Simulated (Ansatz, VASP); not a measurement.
# RbTi: VASP beside Ansatz

The input INCAR:

```
  PREC = Accurate
  ENCUT = 520
  EDIFF = 1E-6
  ISMEAR = 0
  SIGMA = 0.1
  LREAL = F
  LASPH = T
  NELM = 80
  ALGO = Normal
  ISIF = 2
  LWAVE = F
  LCHARG = F
  GGA = PE
  NBANDS = 18
```

Contents of KPOINTS:

```
Automatic mesh
0
Gamma
  6 6 4
```

File POSCAR:

```
RbTi
1.0
    3.5476550146      0.0000000000      0.0000000000
   -1.7738275073      3.0723593666      0.0000000000
    0.0000000000      0.0000000000      5.3195612345
Rb Ti
1 1
Direct
    0.6666666667      0.3333333333      0.0000000000
    0.0000000000      0.0000000000      0.5000000000
```

Input for Ansatz:

```yaml
crystal:
  lattice:
    - [3.5476550146, 0.0, 0.0]
    - [-1.7738275073, 3.0723593666, 0.0]
    - [0.0, 0.0, 5.3195612345]
  atoms:
    - { symbol: Rb, position: [0.6666666667, 0.3333333333, 0.0] }
    - { symbol: Ti, position: [0.0, 0.0, 0.5] }
basis:
  ecutwfc: 420
kpoints:
  mp_grid: { grid: [6, 6, 4] }
hamiltonian:
  xc: pbe
scf:
  occupations: { method: gaussian, width: 0.1 }
  lower_state_search: "off"
output:
  forces: true
  stress: true
  eigenvalues: true
```

Alike in both runs: task single point; functional PBE; k mesh 6 × 6 × 4; occupations gaussian, width 0.1 eV; no spin polarisation.

|  | VASP | Ansatz |
| --- | --- | --- |
| version | VASP 6.6.1 | Ansatz 0.2.0 |
| potentials or method | VASP PAW PBE potentials, release 64 (Rb_sv, Ti_sv), cutoff 520 eV | scalar-relativistic, plane waves, PAW |
| valence electrons in the cell | 21 | 21 |

```csv
,VASP,Ansatz,Ansatz less VASP
gap on the k mesh at the Fermi level (eV),none,none,-
pressure (GPa),1.9,1.8,-0.07
"traceless stress, the component that is largest in VASP (GPa)",9.29,9.31,+0.013
```

A gap of «none» marks a metal or a gap that the smearing closes.
